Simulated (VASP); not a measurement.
# Mn (Fm-3m) in VASP: notebook, part 2 of 2

VASP 6.6.1. The steps go on from the part before.

## (5) Relaxation of cell and atoms, LDA, collinear spin, ferromagnetic start

This run uses another cell than the first one, of 10.31 Å³/atom, 1.023 times its volume.

The input, INCAR:

```
SYSTEM = Mn
PREC = Accurate
ENCUT = 600
EDIFF = 1E-6
ISMEAR = -1
SIGMA = 0.05
LREAL = .False.
LASPH = .True.
NELM = 150
ALGO = Normal
ISIF = 3
LWAVE = .False.
LCHARG = .False.
ISPIN = 2
MAGMOM = 4
LORBIT = 11
LMAXMIX = 4
GGA = CA
IBRION = 2
NSW = 100
EDIFFG = -0.005
```

The input, KPOINTS:

```
regular mesh
0
Gamma
  16 16 16
  0 0 0
```

The input, POSCAR:

```
Mn
1.0
    0.0000000000      1.7273725322      1.7273725322
    1.7273725322      0.0000000000      1.7273725322
    1.7273725322      1.7273725322      0.0000000000
Mn
1
Direct
    0.0000000000      0.0000000000      0.0000000000
```

Potentials or basis: VASP PAW LDA potentials, release 64 (Mn_pv).

Started as:

```
> cat potpaw_LDA.64/Mn_pv/POTCAR > POTCAR
> mpirun -np 1 vasp_std > vasp.out
```

OUTCAR:

```text
SYSTEM = Mn
   PREC = Accurate
   ENCUT = 600
   EDIFF = 1E-6
   ISMEAR = -1
   LREAL = .False.
   LASPH = .True.
   NELM = 150
   ISIF = 3
   ISPIN = 2
   LORBIT = 11
   GGA = CA
   IBRION = 2
   NSW = 100
   EDIFFG = -0.005

 ion  position               nearest neighbor table
   1  0.000  0.000  0.000-

  LATTYP: Found a face centered cubic cell.
 ALAT       =     3.4547450644

  Lattice vectors:

 A1 = (   0.0000000000,   1.7273725322,   1.7273725322)
 A2 = (   1.7273725322,   0.0000000000,   1.7273725322)
 A3 = (   1.7273725322,   1.7273725322,   0.0000000000)

Analysis of symmetry for initial positions (statically):
=====================================================================
 Subroutine PRICEL returns:
 Original cell was already a primitive cell.

 Routine SETGRP: Setting up the symmetry group for a
 face centered cubic supercell.

 Subroutine GETGRP returns: Found 48 space group operations
 (whereof 48 operations were pure point group operations)
 out of a pool of 48 trial point group operations.

The static configuration has the point symmetry O_h .

Analysis of symmetry for dynamics (positions and initial velocities):
=====================================================================
 Subroutine PRICEL returns:
 Original cell was already a primitive cell.

 Routine SETGRP: Setting up the symmetry group for a
 face centered cubic supercell.

 Subroutine GETGRP returns: Found 48 space group operations
 (whereof 48 operations were pure point group operations)
 out of a pool of 48 trial point group operations.
[... 277 lines left out ...]
  ---------------------------------------------------
  ext. energy  EPLUGINS =         0.00000000
  ---------------------------------------------------
  free energy    TOTEN  =       -10.11798885 eV

  energy without entropy =      -10.10655367  energy(sigma->0) =      -10.11227126

 E-fermi :  11.2319     XC(G=0): -14.7616

 val. band max:       11.2306231891   @ k =  -0.1875   0.1250   0.0000
 cond. band min:      11.2587354877   @ k =  -0.1250   0.1250   0.0000
 fundamental gap:      0.0281122986
 Fermi energy:        11.2319257175

 spin component 1

 k-point     1 :       0.0000    0.0000    0.0000
  band No.  band energies     occupation
      1     -35.9416      1.00000
      2     -35.9416      1.00000
      3     -35.9416      1.00000
      4       2.7203      1.00000
      5       9.9684      1.00000
      6       9.9684      1.00000
      7       9.9684      1.00000
      8      11.7950      0.00001
      9      11.7950      0.00001
     10      33.1040      0.00000
     11      39.2628      0.00000
     12      39.2628      0.00000
[... 333 lines left out ...]
      1     -36.0327      1.00000
      2     -35.9679      1.00000
      3     -35.9478      1.00000
      4       3.1811      1.00000
      5       9.7537      1.00000
      6      10.1071      1.00000
      7      10.1365      1.00000
      8      11.6291      0.00035
      9      11.8156      0.00001
     10      33.1453      0.00000
     11      36.3784      0.00000
     12      38.5346      0.00000

 [... further k-points ...]

 spin component 2

 k-point     1 :       0.0000    0.0000    0.0000
  band No.  band energies     occupation
      1     -35.9416      1.00000
      2     -35.9416      1.00000
      3     -35.9416      1.00000
      4       2.7203      1.00000
      5       9.9684      1.00000
      6       9.9684      1.00000
      7       9.9684      1.00000
      8      11.7950      0.00001
      9      11.7950      0.00001
     10      33.1040      0.00000
     11      39.2628      0.00000
     12      39.2628      0.00000
[... 373 lines left out ...]
  FREE ENERGIE OF THE ION-ELECTRON SYSTEM (eV)
  ---------------------------------------------------
  free  energy   TOTEN  =       -10.1179888550 eV

  energy  without entropy=      -10.1065536705  energy(sigma->0) =      -10.11227126

 reached required accuracy - stopping structural energy minimisation

 total charge

# of ion       s       p       d       tot
------------------------------------------
    1        0.452   6.444   5.232  12.129

 magnetization (x)

# of ion       s       p       d       tot
------------------------------------------
    1       -0.000  -0.000   0.000   0.000
```

OSZICAR:

```text
N       E                     dE             d eps       ncg     rms          rms(c)
DAV:   1     0.851295751297E+02    0.85130E+02   -0.83790E+03  7040   0.158E+03
DAV:   2    -0.860547339966E+01   -0.93735E+02   -0.89974E+02  7088   0.334E+02
[... 32 lines left out ...]
   3 F= -.10117987E+02 E0= -.10112267E+02  d E =-.471651E-02  mag=     0.0000
       N       E                     dE             d eps       ncg     rms          rms(c)
DAV:   1    -0.101180399048E+02   -0.52474E-04   -0.45965E-04  7220   0.452E-01    0.634E-02
DAV:   2    -0.101179923744E+02    0.47530E-04   -0.13332E-04  7212   0.238E-01    0.153E-02
DAV:   3    -0.101179892348E+02    0.31396E-05   -0.60206E-06  7144   0.497E-02    0.574E-03
DAV:   4    -0.101179888550E+02    0.37978E-06   -0.59414E-07  5348   0.939E-03
   4 F= -.10117989E+02 E0= -.10112271E+02  d E =-.471794E-02  mag=     0.0000
```

Wall time 66 s (1 thread of AMD EPYC 7R13 (Zen 3), shared host); peak memory 0.12 GiB.

What came out:

- Free energy: -10.1180 eV
- Relaxed volume: 10.09 Å³/atom
- Relaxed cell: a = 2.425 Å, b = 2.425 Å, c = 2.425 Å, α = 60.00°, β = 60.00°, γ = 60.00°
- Space group after relaxing (to 0.05 Å): Fm-3m (No. 225)
- Energy gained by relaxing: 4.7 meV/atom
- Ionic steps: 4
- Pressure after relaxing: 0.0 GPa
- Net moment: 0.00 μB per cell
- Valence electrons inside the program's atomic spheres: Mn 12.13

Step by step:
```tsv
step	energy change (eV)	largest force (eV/Å)	pressure (GPa)	volume (Å³)
1	0.0000	0.0000	-6.84	10.31
2	0.0151	0.0000	15.54	9.67
3	-0.0047	0.0000	-0.14	10.09
4	-0.0047	0.0000	-0.02	10.09
```

Final structure:
```xyz
1
Lattice="0.0000 1.7150 1.7150 1.7150 0.0000 1.7150 1.7150 1.7150 0.0000" Properties=species:S:1:pos:R:3 pbc="T T T"
Mn    1.7150    0.0000    1.7150
```

Levels at points of the mesh, in eV from the Fermi level:
Spin up:
```tsv
k point	band 4	band 5	band 6	band 7	band 8	band 9	band 10	band 11
(0.00, 0.00, 0.00)	-8.51	-1.26	-1.26	-1.26	0.56	0.56	21.87	28.03
(0.50, 0.00, 0.00)	-4.86	-1.41	-1.41	0.67	1.88	1.88	9.80	20.71
(0.50, 0.50, 0.00)	-5.16	-4.29	1.82	2.24	2.24	3.86	13.13	16.59
```
Spin down:
| k point | band 4 | band 5 | band 6 | band 7 | band 8 | band 9 | band 10 | band 11 |
| --- | --- | --- | --- | --- | --- | --- | --- | --- |
| (0.00, 0.00, 0.00) | -8.51 | -1.26 | -1.26 | -1.26 | 0.56 | 0.56 | 21.87 | 28.03 |
| (0.50, 0.00, 0.00) | -4.86 | -1.41 | -1.41 | 0.67 | 1.88 | 1.88 | 9.80 | 20.71 |
| (0.50, 0.50, 0.00) | -5.16 | -4.29 | 1.82 | 2.24 | 2.24 | 3.86 | 13.13 | 16.59 |

Caveat: the starting moments collapsed, and a magnetic state may lie lower. LDA usually gives volumes a few per cent too small.
